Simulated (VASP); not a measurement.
# Sr (Pm-3m) in VASP: a series of runs

Runs on Sr. Level: RPBE. Tasks: single point.

All numbers are computed with VASP 6.6.1; they aren't measurements. Logs are shortened: lines on timing, memory, paths and dates and some standing lists are left out, and cuts for length are marked.

## 1. The cell of the first run

It takes space group Pm-3m (No. 221, cubic). The conventional cell has a = 4.020 Å, b = 4.020 Å, c = 4.020 Å, α = 90.00°, β = 90.00°, γ = 90.00°. Within 5.3 Å of Sr (site symmetry m-3m) lie 6 Sr at 4.02 Å.

## 2. Single point, RPBE (volume scaled by 1.04)

The input, INCAR:

```
SYSTEM = Sr
PREC = Accurate
ENCUT = 520
EDIFF = 1E-6
ISMEAR = -1
SIGMA = 0.1
LREAL = .False.
LASPH = .True.
NELM = 80
ALGO = Normal
ISIF = 2
LWAVE = .False.
LCHARG = .False.
GGA = RP
NBANDS = 11
```

The input, KPOINTS:

```
regular mesh
0
Gamma
  9 9 9
  0 0 0
```

The input, POSCAR:

```
Sr
1.0
    4.0195535387      0.0000000000      0.0000000000
    0.0000000000      4.0195535387      0.0000000000
    0.0000000000      0.0000000000      4.0195535387
Sr
1
Direct
    0.0000000000      0.0000000000      0.0000000000
```

Potentials or basis: VASP PAW PBE potentials, release 64 (Sr_sv).

On the command line:

```
$ cat potpaw_PBE.64/Sr_sv/POTCAR > POTCAR
$ mpirun -np 1 vasp_std > vasp.out
```

OUTCAR:

```text
SYSTEM = Sr
   PREC = Accurate
   ENCUT = 520
   EDIFF = 1E-6
   ISMEAR = -1
   LREAL = .False.
   LASPH = .True.
   NELM = 80
   ISIF = 2
   GGA = RP

 ion  position               nearest neighbor table
   1  0.000  0.000  0.000-

  LATTYP: Found a simple cubic cell.
 ALAT       =     4.0195535387

  Lattice vectors:

 A1 = (   4.0195535387,   0.0000000000,   0.0000000000)
 A2 = (   0.0000000000,   4.0195535387,   0.0000000000)
 A3 = (   0.0000000000,   0.0000000000,   4.0195535387)

Analysis of symmetry for initial positions (statically):
=====================================================================
 Subroutine PRICEL returns:
 Original cell was already a primitive cell.

 Routine SETGRP: Setting up the symmetry group for a
 simple cubic supercell.

 Subroutine GETGRP returns: Found 48 space group operations
 (whereof 48 operations were pure point group operations)
 out of a pool of 48 trial point group operations.

The static configuration has the point symmetry O_h .

Analysis of symmetry for dynamics (positions and initial velocities):
=====================================================================
 Subroutine PRICEL returns:
 Original cell was already a primitive cell.

 Routine SETGRP: Setting up the symmetry group for a
 simple cubic supercell.

 Subroutine GETGRP returns: Found 48 space group operations
 (whereof 48 operations were pure point group operations)
 out of a pool of 48 trial point group operations.

The dynamic configuration has the point symmetry O_h .

 Subroutine INISYM returns: Found 48 space group operations
 (whereof 48 operations are pure point group operations),
 and found     1 'primitive' translations

----------------------------------------------------------------------------------------

                                     Primitive cell

  volume of cell :      64.9432

  direct lattice vectors                    reciprocal lattice vectors
     4.019553539  0.000000000  0.000000000     0.248783849  0.000000000  0.000000000
     0.000000000  4.019553539  0.000000000     0.000000000  0.248783849  0.000000000
     0.000000000  0.000000000  4.019553539     0.000000000  0.000000000  0.248783849

  length of vectors
     4.019553539  4.019553539  4.019553539     0.248783849  0.248783849  0.248783849

  position of ions in fractional coordinates (direct lattice)
     0.000000000  0.000000000  0.000000000

  ion indices of the primitive-cell ions
   primitive index   ion index
                 1           1

----------------------------------------------------------------------------------------

 KPOINTS: regular mesh

Automatic generation of k-mesh.
 Grid dimensions read from file:
 generate k-points for:    9    9    9

 Generating k-lattice:

  Cartesian coordinates                     Fractional coordinates (reciprocal lattice)
     0.027642650  0.000000000  0.000000000     0.111111111  0.000000000  0.000000000
     0.000000000  0.027642650  0.000000000     0.000000000  0.111111111  0.000000000
     0.000000000  0.000000000  0.027642650     0.000000000  0.000000000  0.111111111

  Length of vectors
     0.027642650  0.027642650  0.027642650

  Shift w.r.t. Gamma in fractional coordinates (k-lattice)
     0.000000000  0.000000000  0.000000000

 Subroutine IBZKPT returns following result:
 ===========================================

 Found     35 irreducible k-points:

 Following reciprocal coordinates:
            Coordinates               Weight
  0.000000  0.000000  0.000000      1.000000
  0.111111  0.000000  0.000000      6.000000
  0.222222  0.000000  0.000000      6.000000
  0.333333  0.000000  0.000000      6.000000
  0.444444  0.000000  0.000000      6.000000
  0.111111  0.111111  0.000000     12.000000
[... 16 lines left out ...]
  0.333333  0.333333  0.111111     24.000000
  0.444444  0.333333  0.111111     48.000000
 [... further k-points ...]
   k-points           NKPTS =     35   k-points in BZ     NKDIM =     35   number of bands    NBANDS=     11
   number of dos      NEDOS =    301   number of ions     NIONS =      1
   total plane-waves  NPLWV =  27000
   dimension x,y,z NGX =    30 NGY =   30 NGZ =   30
   dimension x,y,z NGXF=    60 NGYF=   60 NGZF=   60
   ions per type =               1
   NGX,Y,Z   is equivalent  to a cutoff of  12.41, 12.41, 12.41 a.u.
   NGXF,Y,Z  is equivalent  to a cutoff of  24.82, 24.82, 24.82 a.u.
 SYSTEM =  Sr
   PREC   = accura    normal or accurate (medium, high low for compatibility)
   ISTART =      0    job   : 0-new  1-cont  2-samecut
   ICHARG =      2    charge: 1-file 2-atom 10-const
   ISPIN  =      1    spin polarized calculation?
   LNONCOLLINEAR =      F non collinear calculations
   LSORBIT =      F    spin-orbit coupling
   LASPH  =      T    aspherical Exc in radial PAW
   ENCUT  =  520.0 eV  38.22 Ry    6.18 a.u.   7.47  7.47  7.47*2*pi/ulx,y,z
   NELM   =     80;   NELMIN=  2; NELMDL= -5     # of ELM steps
   EDIFF  = 0.1E-05   stopping-criterion for ELM
   LREAL  =      F    real-space projection
   EDIFFG = 0.1E-04   stopping-criterion for IOM
   NSW    =      0    number of steps for IOM
   IBRION =     -1    ionic relax: 0-MD 1-quasi-New 2-CG
   NFREE  =      0    steps in history (QN), initial steepest desc. (CG)
   ISIF   =      2    stress and relaxation
   ISYM   =      2    0-nonsym 1-usesym 2-fastsym
   POTIM  = 0.5000    time-step for ionic-motion
   TEBEG  =    0.0;   TEEND  =   0.0 temperature during run
   PSTRESS=    0.0 pullay stress
   NELECT =      10.0000    total number of electrons
   NUPDOWN=      -1.0000    fix difference up-down
   EMIN   =  10.00;   EMAX   =-10.00  energy-range for DOS
   EFERMI =   0.00;   METHOD = LEGACY
   ISMEAR =    -1;   SIGMA  =   0.10  broadening in eV -4-tet -1-fermi 0-gaus
   EFERMI_NEDOS =   21; number of points for ismear=-14 and -15
   IALGO  =     38    algorithm
   IMIX   =      4    mixing-type and parameters
     AMIX     =   0.40;   BMIX     =  1.00
     AMIX_MAG =   1.60;   BMIX_MAG =  1.00
  volume/ion in A,a.u.               =      64.94       438.26
  Fermi-wavevector in a.u.,A,eV,Ry     =   0.877466  1.658170 10.475762  0.769947
  Thomas-Fermi vector in A             =   1.997419
   LORBIT       =      0    0 simple, 1 ext, 2 COOP (PROOUT), +10 PAW based schemes
   GGA     = RP    functional components
   LHFCALC =     F    Hartree Fock is set to
   AEXX    =    0.0000 exact exchange contribution
   IVDW    =     0    specifies the selected vdW correction
   LEPSILON=     F    determine dielectric tensor
   LRPA    =     F    only Hartree local field effects (RPA)
 non-spin polarized calculation
  energy-cutoff  :      520.00
  volume of cell :       64.94
 maximum number of plane-waves:      1771
 NGX is ok and might be reduce to    30
   NGX = 15   NGY = 15   NGZ = 15

 number of electron      10.0000000 magnetization

 Free energy of the ion-electron system (eV)
  ---------------------------------------------------
  ext. energy  EPLUGINS =         0.00000000
  ---------------------------------------------------
  free energy    TOTEN  =        -1.09406694 eV

  energy without entropy =       -1.04353079  energy(sigma->0) =       -1.06879886

 E-fermi :   1.0311     XC(G=0):  -6.7454

 val. band max:        1.0272195364   @ k =   0.4444   0.4444   0.2222
 cond. band min:       1.0949178685   @ k =   0.4444   0.2222   0.1111
 fundamental gap:      0.0676983321
 Fermi energy:         1.0310757772

 k-point     1 :       0.0000    0.0000    0.0000
  band No.  band energies     occupation
      1     -36.0750      2.00000
      2     -17.9615      2.00000
      3     -17.9615      2.00000
      4     -17.9615      2.00000
      5      -2.1934      2.00000
      6       1.8151      0.00079
      7       1.8151      0.00079
      8       5.4895      0.00000
      9       5.4895      0.00000
     10       5.4895      0.00000
     11       7.7001      0.00000

 k-point     2 :       0.1111    0.0000    0.0000
  band No.  band energies     occupation
      1     -36.0739      2.00000
      2     -17.9827      2.00000
      3     -17.9598      2.00000
      4     -17.9598      2.00000
      5      -2.0512      2.00000
      6       1.8595      0.00050
      7       1.8663      0.00047
      8       5.1832      0.00000
      9       5.1832      0.00000
     10       5.5075      0.00000
     11       7.0208      0.00000

 k-point     3 :       0.2222    0.0000    0.0000
  band No.  band energies     occupation
      1     -36.0709      2.00000
      2     -18.0358      2.00000
      3     -17.9553      2.00000
      4     -17.9553      2.00000
      5      -1.6451      2.00000
      6       1.8617      0.00049
      7       2.0039      0.00012
      8       4.6393      0.00000
      9       4.6393      0.00000
     10       5.5539      0.00000
     11       6.1915      0.00000

 k-point     4 :       0.3333    0.0000    0.0000
  band No.  band energies     occupation
      1     -36.0675      2.00000
      2     -18.0953      2.00000
      3     -17.9503      2.00000
      4     -17.9503      2.00000
      5      -1.0338      2.00000
      6       1.5254      0.01416
      7       2.1769      0.00002
      8       4.1915      0.00000
      9       4.1915      0.00000
     10       5.6079      0.00000
     11       6.0390      0.00000
[... 239 lines left out ...]
 k-point    22 :       0.4444    0.2222    0.1111
  band No.  band energies     occupation
      1     -36.0601      2.00000
      2     -18.1224      2.00000
      3     -18.0166      2.00000
      4     -17.9611      2.00000
      5       0.3030      1.99862
      6       1.0949      0.69121
      7       2.6900      0.00000
      8       3.1978      0.00000
      9       4.2144      0.00000
     10       4.6586      0.00000
     11       6.5765      0.00000

 k-point    23 :       0.3333    0.3333    0.1111
  band No.  band energies     occupation
      1     -36.0590      2.00000
      2     -18.0796      2.00000
      3     -18.0767      2.00000
      4     -17.9594      2.00000
      5       0.1150      1.99979
      6       1.7502      0.00151
      7       2.5578      0.00000
      8       3.2665      0.00000
      9       4.1164      0.00000
     10       4.3683      0.00000
     11       6.9015      0.00000

 k-point    24 :       0.4444    0.3333    0.1111
  band No.  band energies     occupation
      1     -36.0568      2.00000
      2     -18.1153      2.00000
      3     -18.0738      2.00000
      4     -17.9560      2.00000
      5       0.6632      1.95073
      6       1.3624      0.07027
      7       2.7474      0.00000
      8       3.0421      0.00000
      9       4.2991      0.00000
     10       4.3971      0.00000
     11       6.6005      0.00000

 [... further k-points ...]
[... 5 lines left out ...]
  --------------------------------------------------------------------------------------
  -------------------------------------------------------------------------------------
  Total       -0.0969466     -0.0969466     -0.0969466     -0.0000000     -0.0000000      0.0000000
  in kB       -2.3917160     -2.3917160     -2.3917160     -0.0000000     -0.0000000      0.0000000
  external PRESSURE =      -2.3917160 kB  Pullay stress =       0.0000000 kB

 VOLUME and BASIS-vectors are now :
 -----------------------------------------------------------------------------
  energy-cutoff  :      520.00
  volume of cell :       64.94
      direct lattice vectors                 reciprocal lattice vectors
     4.019553539  0.000000000  0.000000000     0.248783849  0.000000000  0.000000000
     0.000000000  4.019553539  0.000000000     0.000000000  0.248783849  0.000000000
     0.000000000  0.000000000  4.019553539     0.000000000  0.000000000  0.248783849

 POSITION                                       TOTAL-FORCE (eV/Angst)
 -----------------------------------------------------------------------------------
      0.00000      0.00000      0.00000         0.000000      0.000000      0.000000
 -----------------------------------------------------------------------------------
    total drift:                                0.000000      0.000000     -0.000000

  FREE ENERGIE OF THE ION-ELECTRON SYSTEM (eV)
  ---------------------------------------------------
  free  energy   TOTEN  =        -1.0940669389 eV

  energy  without entropy=       -1.0435307868  energy(sigma->0) =       -1.06879886
```

Run time: 7.5 s. Hardware: 1 thread of Intel Xeon 6975P-C (Granite Rapids), shared host; peak memory 0.18 GiB.

Results:

- Free energy: -1.0941 eV
- Pressure: -0.2 GPa
- Band gap on the k mesh: zero (band 5 reaches 1.56 eV, above the bottom of band 6 at 0.90 eV)

Caveat: the PAW data sets were made with another functional, which shifts forces and pressure a little.

## 3. Single point, RPBE (volume scaled by 1.08)

The input, INCAR:

```
SYSTEM = Sr
PREC     = Accurate       ! precision mode
ENCUT    = 520            ! plane-wave cutoff, eV
EDIFF    = 1E-7           ! SCF threshold, eV
ISMEAR   = -1             ! smearing method
SIGMA    = 0.1            ! smearing width, eV
LREAL    = .False.        ! projectors in reciprocal space
LASPH    = .True.         ! aspherical terms in the spheres
NELM     = 80             ! most SCF steps
ALGO     = Normal         ! electronic algorithm
ISIF     = 2              ! what is computed and relaxed
LWAVE    = .False.        ! write WAVECAR
LCHARG   = .False.        ! write CHGCAR
GGA      = RP             ! functional
NBANDS   = 11             ! bands
```

KPOINTS is that of step 2.

The input, POSCAR:

```
Sr
1.0
    4.0704393652      0.0000000000      0.0000000000
    0.0000000000      4.0704393652      0.0000000000
    0.0000000000      0.0000000000      4.0704393652
Sr
1
Direct
    0.0000000000      0.0000000000      0.0000000000
```

Potentials or basis: VASP PAW PBE potentials, release 64 (Sr_sv).

On the command line:

```
$ cat potpaw_PBE.64/Sr_sv/POTCAR > POTCAR
$ mpirun -np 1 vasp_std > vasp.out
```

Run time: 9.1 s. Hardware: 1 thread of Intel Xeon 6975P-C (Granite Rapids), shared host; peak memory 0.17 GiB.

Results (log left out):

```yaml
Free_energy: -1.0890 eV
Pressure: -0.4 GPa
Band_gap_on_the_k_mesh: zero (band 5 reaches 1.47 eV, above the bottom of band 6 at 0.77 eV)
```

Levels at points of the mesh, in eV from the Fermi level:
| k point | band 1 | band 2 | band 3 | band 4 | band 5 | band 6 | band 7 | band 8 | band 9 | band 10 |
| --- | --- | --- | --- | --- | --- | --- | --- | --- | --- | --- |
| (0.00, 0.00, 0.00) | -37.17 | -19.06 | -19.06 | -19.06 | -3.18 | 0.79 | 0.79 | 4.33 | 4.33 | 4.33 |

Caveat: the PAW data sets were made with another functional, which shifts forces and pressure a little.

(Continued in part 2 of 2.)
